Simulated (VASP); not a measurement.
# TiO2 (TiO2 (P4_2/mnm)) (P4_2/mnm) in VASP: single point with LDA

Aim: the single point of TiO2 (TiO2 (P4_2/mnm)) with LDA.

All numbers are computed with VASP 6.6.1; they aren't measurements. Logs are shortened: lines on timing, memory, paths and dates and some standing lists are left out, and cuts for length are marked.

### 1 The cell of the first run

The structure is tetragonal, space group P4_2/mnm (No. 136). The conventional cell has a = 4.644 Å, b = 4.644 Å, c = 2.964 Å, α = 90.00°, β = 90.00°, γ = 90.00°. Ti (site symmetry mmm) has 6 O at 1.96 to 2.00 Å within 2.6 Å. O (site symmetry m2m) has 3 Ti at 1.96 to 2.00 Å and 1 O at 2.56 Å within 2.6 Å.

### 2 Single point, LDA

Contents of INCAR:

```
  PREC = Accurate
  ENCUT = 600
  EDIFF = 1E-6
  ISMEAR = 0
  SIGMA = 0.01
  LREAL = False
  LASPH = True
  NELM = 120
  ALGO = Normal
  ISIF = 2
  LWAVE = False
  LCHARG = False
  GGA = CA
  NBANDS = 114
  GGA_COMPAT = False
```

Contents of KPOINTS:

```
Automatic mesh
0
Gamma
  1 1 1
  0.25 0.25 0.25
```

Contents of POSCAR:

```
TiO2
1.0
    4.6435389770      4.6435389770      0.0000000000
   -4.6435389770      4.6435389770      0.0000000000
    0.0000000000      0.0000000000      5.9273749110
Ti O
8 16
Direct
    0.0000000000      0.5000000000      0.0000000000
    0.5000000000      0.0000000000      0.0000000000
    0.0000000000      0.0000000000      0.2500000000
    0.5000000000      0.5000000000      0.2500000000
    0.0000000000      0.5000000000      0.5000000000
    0.5000000000      0.0000000000      0.5000000000
    0.0000000000      0.0000000000      0.7500000000
    0.5000000000      0.5000000000      0.7500000000
    0.1948800546      0.5000000000      0.2500000000
    0.6948800546      0.0000000000      0.2500000000
    0.0000000000      0.1948800546      0.0000000000
    0.5000000000      0.6948800546      0.0000000000
    0.0000000000      0.8051199454      0.0000000000
    0.5000000000      0.3051199454      0.0000000000
    0.3051199454      0.0000000000      0.2500000000
    0.8051199454      0.5000000000      0.2500000000
    0.1948800546      0.5000000000      0.7500000000
    0.6948800546      0.0000000000      0.7500000000
    0.0000000000      0.1948800546      0.5000000000
    0.5000000000      0.6948800546      0.5000000000
    0.0000000000      0.8051199454      0.5000000000
    0.5000000000      0.3051199454      0.5000000000
    0.3051199454      0.0000000000      0.7500000000
    0.8051199454      0.5000000000      0.7500000000
```

Potentials or basis: VASP PAW LDA potentials, release 64 (Ti_sv, O).

On the command line:

```sh
> cat potpaw_LDA.64/Ti_sv/POTCAR potpaw_LDA.64/O/POTCAR > POTCAR
> mpirun -np 1 vasp_std > vasp.out
```

OUTCAR:

```text
PREC = Accurate
   ENCUT = 600
   EDIFF = 1E-6
   ISMEAR = 0
   LREAL = False
   LASPH = True
   NELM = 120
   ISIF = 2
   GGA = CA

 ion  position               nearest neighbor table
   1  0.000  0.500  0.000-   9 1.96  16 1.96  17 1.96  24 1.96  13 2.00  11 2.00
   2  0.500  0.000  0.000-  10 1.96  15 1.96  18 1.96  23 1.96  14 2.00  12 2.00
   3  0.000  0.000  0.250-  11 1.96  13 1.96  19 1.96  21 1.96  10 2.00  15 2.00
   4  0.500  0.500  0.250-  12 1.96  14 1.96  20 1.96  22 1.96   9 2.00  16 2.00
   5  0.000  0.500  0.500-   9 1.96  16 1.96  17 1.96  24 1.96  21 2.00  19 2.00
   6  0.500  0.000  0.500-  10 1.96  15 1.96  18 1.96  23 1.96  22 2.00  20 2.00
   7  0.000  0.000  0.750-  11 1.96  13 1.96  19 1.96  21 1.96  18 2.00  23 2.00
   8  0.500  0.500  0.750-  12 1.96  14 1.96  20 1.96  22 1.96  17 2.00  24 2.00
   9  0.195  0.500  0.250-   1 1.96   5 1.96   4 2.00
  10  0.695  0.000  0.250-   2 1.96   6 1.96   3 2.00
  11  0.000  0.195  0.000-   3 1.96   7 1.96   1 2.00
  12  0.500  0.695  0.000-   4 1.96   8 1.96   2 2.00
  13  0.000  0.805  0.000-   3 1.96   7 1.96   1 2.00
  14  0.500  0.305  0.000-   4 1.96   8 1.96   2 2.00
[... 8 lines left out ...]
  23  0.305  0.000  0.750-   2 1.96   6 1.96   7 2.00
  24  0.805  0.500  0.750-   1 1.96   5 1.96   8 2.00

  LATTYP: Found a simple tetragonal cell.
 ALAT       =     6.5669557987
 C/A-ratio  =     0.9026061836

  Lattice vectors:

 A1 = (   4.6435389770,   4.6435389770,   0.0000000000)
 A2 = (  -4.6435389770,   4.6435389770,   0.0000000000)
 A3 = (   0.0000000000,   0.0000000000,   5.9273749110)

Analysis of symmetry for initial positions (statically):
=====================================================================
 Subroutine PRICEL returns following result:

  LATTYP: Found a simple tetragonal cell.
 ALAT       =     4.6435389770
 C/A-ratio  =     0.6382389531

  Lattice vectors:

 A1 = (   4.6435389770,   0.0000000000,   0.0000000000)
 A2 = (   0.0000000000,   4.6435389770,   0.0000000000)
 A3 = (   0.0000000000,   0.0000000000,   2.9636874555)

   4 primitive cells build up your supercell.

 Routine SETGRP: Setting up the symmetry group for a
 simple tetragonal supercell.

 Subroutine GETGRP returns: Found 16 space group operations
 (whereof  8 operations were pure point group operations)
 out of a pool of 16 trial point group operations.

The static configuration has the point symmetry D_2h.
 The point group associated with its full space group is D_4h.

Analysis of symmetry for dynamics (positions and initial velocities):
=====================================================================
 Subroutine PRICEL returns following result:

  LATTYP: Found a simple tetragonal cell.
 ALAT       =     4.6435389770
 C/A-ratio  =     0.6382389531

  Lattice vectors:

 A1 = (   4.6435389770,   0.0000000000,   0.0000000000)
 A2 = (   0.0000000000,   4.6435389770,   0.0000000000)
 A3 = (   0.0000000000,   0.0000000000,   2.9636874555)

   4 primitive cells build up your supercell.

 Routine SETGRP: Setting up the symmetry group for a
 simple tetragonal supercell.

 Subroutine GETGRP returns: Found 16 space group operations
 (whereof  8 operations were pure point group operations)
 out of a pool of 16 trial point group operations.

The dynamic configuration has the point symmetry D_2h.
 The point group associated with its full space group is D_4h.

 Subroutine INISYM returns: Found 16 space group operations
 (whereof  8 operations are pure point group operations),
 and found     4 'primitive' translations

----------------------------------------------------------------------------------------

                                     Primitive cell

  volume of cell :      63.9044

  direct lattice vectors                    reciprocal lattice vectors
     4.643538977  0.000000000  0.000000000     0.215352989  0.000000000  0.000000000
     0.000000000  4.643538977  0.000000000     0.000000000  0.215352989  0.000000000
     0.000000000  0.000000000  2.963687456     0.000000000  0.000000000  0.337417496

  length of vectors
     4.643538977  4.643538977  2.963687456     0.215352989  0.215352989  0.337417496

  position of ions in fractional coordinates (direct lattice)
     0.500000000  0.500000000  0.000000000
     0.000000000  0.000000000  0.500000000
     0.694880055  0.694880055  0.500000000
     0.805119945  0.194880055  0.000000000
     0.194880055  0.805119945  0.000000000
     0.305119945  0.305119945  0.500000000

  ion indices of the primitive-cell ions
   primitive index   ion index
                 1           1
                 2           3
                 3           9
                 4          11
                 5          13
                 6          16

----------------------------------------------------------------------------------------

 KPOINTS: Automatic mesh

Automatic generation of k-mesh.
 Grid dimensions read from file:
 generate k-points for:    1    1    1

 Generating k-lattice:

  Cartesian coordinates                     Fractional coordinates (reciprocal lattice)
     0.107676495  0.107676495  0.000000000     1.000000000  0.000000000  0.000000000
    -0.107676495  0.107676495  0.000000000     0.000000000  1.000000000  0.000000000
     0.000000000  0.000000000  0.168708748     0.000000000  0.000000000  1.000000000

  Length of vectors
     0.152277559  0.152277559  0.168708748

  Shift w.r.t. Gamma in fractional coordinates (k-lattice)
     0.250000000  0.250000000  0.250000000

 Subroutine IBZKPT returns following result:
 ===========================================

 Found      1 irreducible k-points:

 Following reciprocal coordinates:
            Coordinates               Weight
  0.250000  0.250000  0.250000      8.000000
   k-points           NKPTS =      1   k-points in BZ     NKDIM =      1   number of bands    NBANDS=    114
   number of dos      NEDOS =    301   number of ions     NIONS =     24
   total plane-waves  NPLWV = 139968
   dimension x,y,z NGX =    54 NGY =   54 NGZ =   48
   dimension x,y,z NGXF=   108 NGYF=  108 NGZF=   96
   ions per type =               8  16
   NGX,Y,Z   is equivalent  to a cutoff of  13.67, 13.67, 13.46 a.u.
   NGXF,Y,Z  is equivalent  to a cutoff of  27.34, 27.34, 26.93 a.u.
 SYSTEM =  unknown system
   PREC   = accura    normal or accurate (medium, high low for compatibility)
   ISTART =      0    job   : 0-new  1-cont  2-samecut
   ICHARG =      2    charge: 1-file 2-atom 10-const
   ISPIN  =      1    spin polarized calculation?
   LNONCOLLINEAR =      F non collinear calculations
   LSORBIT =      F    spin-orbit coupling
   LASPH  =      T    aspherical Exc in radial PAW
   ENCUT  =  600.0 eV  44.10 Ry    6.64 a.u.  13.12 13.12 11.84*2*pi/ulx,y,z
   NELM   =    120;   NELMIN=  2; NELMDL= -5     # of ELM steps
   EDIFF  = 0.1E-05   stopping-criterion for ELM
   LREAL  =      F    real-space projection
   EDIFFG = 0.1E-04   stopping-criterion for IOM
   NSW    =      0    number of steps for IOM
   IBRION =     -1    ionic relax: 0-MD 1-quasi-New 2-CG
   NFREE  =      0    steps in history (QN), initial steepest desc. (CG)
   ISIF   =      2    stress and relaxation
   ISYM   =      2    0-nonsym 1-usesym 2-fastsym
   POTIM  = 0.5000    time-step for ionic-motion
   TEBEG  =    0.0;   TEEND  =   0.0 temperature during run
   PSTRESS=    0.0 pullay stress
   NELECT =     192.0000    total number of electrons
   NUPDOWN=      -1.0000    fix difference up-down
   EMIN   =  10.00;   EMAX   =-10.00  energy-range for DOS
   EFERMI =   0.00;   METHOD = LEGACY
   ISMEAR =     0;   SIGMA  =   0.01  broadening in eV -4-tet -1-fermi 0-gaus
   EFERMI_NEDOS =   21; number of points for ismear=-14 and -15
   IALGO  =     38    algorithm
   IMIX   =      4    mixing-type and parameters
     AMIX     =   0.40;   BMIX     =  1.00
     AMIX_MAG =   1.60;   BMIX_MAG =  1.00
  volume/ion in A,a.u.               =      10.65        71.87
  Fermi-wavevector in a.u.,A,eV,Ry     =   1.488144  2.812185 30.131101  2.214573
  Thomas-Fermi vector in A             =   2.601216
   LORBIT       =      0    0 simple, 1 ext, 2 COOP (PROOUT), +10 PAW based schemes
   GGA     = CA    functional components
   LHFCALC =     F    Hartree Fock is set to
   AEXX    =    0.0000 exact exchange contribution
   IVDW    =     0    specifies the selected vdW correction
   LEPSILON=     F    determine dielectric tensor
   LRPA    =     F    only Hartree local field effects (RPA)
 non-spin polarized calculation
 Gauss-broadening in eV      SIGMA  =   0.01
  energy-cutoff  :      600.00
  volume of cell :      255.62
 maximum number of plane-waves:      8534
 NGX is ok and might be reduce to    54
   NGX = 27   NGY = 27   NGZ = 23

 number of electron     191.9999896 magnetization

 Free energy of the ion-electron system (eV)
  ---------------------------------------------------
  ext. energy  EPLUGINS =         0.00000000
  ---------------------------------------------------
  free energy    TOTEN  =      -234.86437923 eV

  energy without entropy =     -234.86437923  energy(sigma->0) =     -234.86437923

 E-fermi :   4.0530     XC(G=0): -11.8666

 val. band max:        3.9783531885   @ k =   0.2500   0.2500   0.2500
 cond. band min:       6.3004168182   @ k =   0.2500   0.2500   0.2500
 fundamental gap:      2.3220636297
 Fermi energy:         4.0530201691

 k-point     1 :       0.2500    0.2500    0.2500
  band No.  band energies     occupation
      1     -51.9195      2.00000
      2     -51.9142      2.00000
      3     -51.9142      2.00000
      4     -51.9090      2.00000
      5     -51.8869      2.00000
      6     -51.8847      2.00000
[... 100 lines left out ...]
    107       6.9900      0.00000
    108       7.0267      0.00000
 [bands above 108 left out]

------------------------ aborting loop because EDIFF is reached ----------------------------------------

  FORCE on cell =-STRESS in cart. coord.  units (eV):
  Direction    XX          YY          ZZ          XY          YZ          ZX
  --------------------------------------------------------------------------------------
  -------------------------------------------------------------------------------------
  Total      -18.2936935    -18.2936935    -21.5880381      0.0000000      0.0000000      0.0000000
  in kB     -114.6624976   -114.6624976   -135.3110222      0.0000000      0.0000000      0.0000000
  external PRESSURE =    -121.5453391 kB  Pullay stress =       0.0000000 kB

 VOLUME and BASIS-vectors are now :
 -----------------------------------------------------------------------------
  energy-cutoff  :      600.00
  volume of cell :      255.62
      direct lattice vectors                 reciprocal lattice vectors
     4.643538977  4.643538977  0.000000000     0.107676495  0.107676495  0.000000000
    -4.643538977  4.643538977  0.000000000    -0.107676495  0.107676495  0.000000000
     0.000000000  0.000000000  5.927374911     0.000000000  0.000000000  0.168708748

 POSITION                                       TOTAL-FORCE (eV/Angst)
 -----------------------------------------------------------------------------------
     -2.32177      2.32177      0.00000        -0.000000      0.000000     -0.000000
      2.32177      2.32177      0.00000        -0.000000      0.000000     -0.000000
      0.00000      0.00000      1.48184        -0.000000      0.000000     -0.000000
      0.00000      4.64354      1.48184        -0.000000      0.000000     -0.000000
     -2.32177      2.32177      2.96369        -0.000000      0.000000     -0.000000
      2.32177      2.32177      2.96369        -0.000000      0.000000     -0.000000
[... 16 lines left out ...]
      1.41684      1.41684      4.44553         0.075406      0.075406     -0.000000
      1.41684      6.06038      4.44553         0.075406      0.075406     -0.000000
 -----------------------------------------------------------------------------------
    total drift:                                0.000000      0.000000      0.000000

  FREE ENERGIE OF THE ION-ELECTRON SYSTEM (eV)
  ---------------------------------------------------
  free  energy   TOTEN  =      -234.8643792261 eV

  energy  without entropy=     -234.8643792261  energy(sigma->0) =     -234.86437923
```

It took 84 s on 1 thread of Intel Xeon 6975P-C, shared host; peak memory 0.29 GiB.

Results:

```yaml
Free_energy: -234.8644 eV
Pressure: -12.2 GPa
Largest_force: 0.107 eV/Å
Band_gap_on_the_k_mesh: 2.32 eV
```

Forces in eV/Å, atoms in the order of the input:
```
Ti   0.000  0.000  0.000
Ti   0.000  0.000  0.000
Ti   0.000  0.000  0.000
Ti   0.000  0.000  0.000
Ti   0.000  0.000  0.000
Ti   0.000  0.000  0.000
Ti   0.000  0.000  0.000
Ti   0.000  0.000  0.000
O   -0.075 -0.075  0.000
O   -0.075 -0.075  0.000
O    0.075 -0.075  0.000
O    0.075 -0.075  0.000
O   -0.075  0.075  0.000
O   -0.075  0.075  0.000
O    0.075  0.075  0.000
O    0.075  0.075  0.000
O   -0.075 -0.075  0.000
O   -0.075 -0.075  0.000
O    0.075 -0.075  0.000
O    0.075 -0.075  0.000
O   -0.075  0.075  0.000
O   -0.075  0.075  0.000
O    0.075  0.075  0.000
O    0.075  0.075  0.000
```

Levels at points of the mesh, in eV from the valence-band top:
```tsv
k point	band 94	band 95	band 96	band 97	band 98	band 99
(0.25, 0.25, 0.25)	-0.61	-0.61	0.00	2.32	2.55	2.55
```

Caveat: the k points lie up to 1.06 Å⁻¹ apart. LDA gaps usually lie below the measured ones, often by a third to a half.
